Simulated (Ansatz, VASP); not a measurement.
# Two plane-wave programs on AlCu3

INCAR

```
  PREC = Accurate
  ENCUT = 520
  EDIFF = 1E-7
  ISMEAR = 0
  SIGMA = 0.1
  LREAL = F
  LASPH = T
  NELM = 80
  ALGO = Fast
  ISIF = 2
  LWAVE = F
  LCHARG = F
  GGA = PS
  NBANDS = 26
```

File KPOINTS:

```
regular mesh
0
Gamma
  12 12 12
```

POSCAR

```
AlCu3
1.0
    0.0000000000      2.9400234715      2.9400234715
    2.9400234715      0.0000000000      2.9400234715
    2.9400234715      2.9400234715      0.0000000000
Al Cu
1 3
Direct
    0.0000000000      0.0000000000      0.0000000000
    0.5000000000      0.5000000000      0.5000000000
    0.2500000000      0.2500000000      0.2500000000
    0.7500000000      0.7500000000      0.7500000000
```

Input for Ansatz:

```yaml
crystal:
  lattice:
    - [0.0, 2.940023461, 2.940023461]
    - [2.940023461, 0.0, 2.940023461]
    - [2.940023461, 2.940023461, 0.0]
  atoms:
    - { symbol: Al, position: [0.0, 0.0, 0.0] }
    - { symbol: Cu, position: [0.5, 0.5, 0.5] }
    - { symbol: Cu, position: [0.25, 0.25, 0.25] }
    - { symbol: Cu, position: [0.75, 0.75, 0.75] }
basis:
  ecutwfc: 420
kpoints:
  mp_grid: { grid: [12, 12, 12] }
hamiltonian:
  xc: pbesol
scf:
  occupations: { method: gaussian, width: 0.1 }
output:
  forces: true
  stress: true
  eigenvalues: true
  write_density: true
  write_potential: true
  elf: true
  volumetric_format: npy
```

Alike in both runs: task single point; functional PBEsol; k mesh 12 × 12 × 12; occupations gaussian, width 0.1 eV; no spin polarisation.

|  | VASP | Ansatz |
| --- | --- | --- |
| version | VASP 6.6.1 | Ansatz 0.2.0 |
| potentials or method | VASP PAW PBE potentials, release 64 (Al, Cu), cutoff 520 eV | scalar-relativistic, plane waves, PAW |
| valence electrons in the cell | 36 | 60 |

|  | VASP | Ansatz | Ansatz less VASP |
| --- | --- | --- | --- |
| gap on the k mesh at the Fermi level (eV) | none | none | - |
| pressure (GPa) | -7.2 | -7.7 | -0.55 |

VASP's potentials were made for PBE, not for PBEsol. A gap of «none» marks a metal or a gap that the smearing closes. The functional is the same, so the differences come from potentials, cutoffs and numerics. VASP's potentials hold 36 valence electrons a cell and Ansatz's 60, so a difference there can come from the potentials and not from the codes.
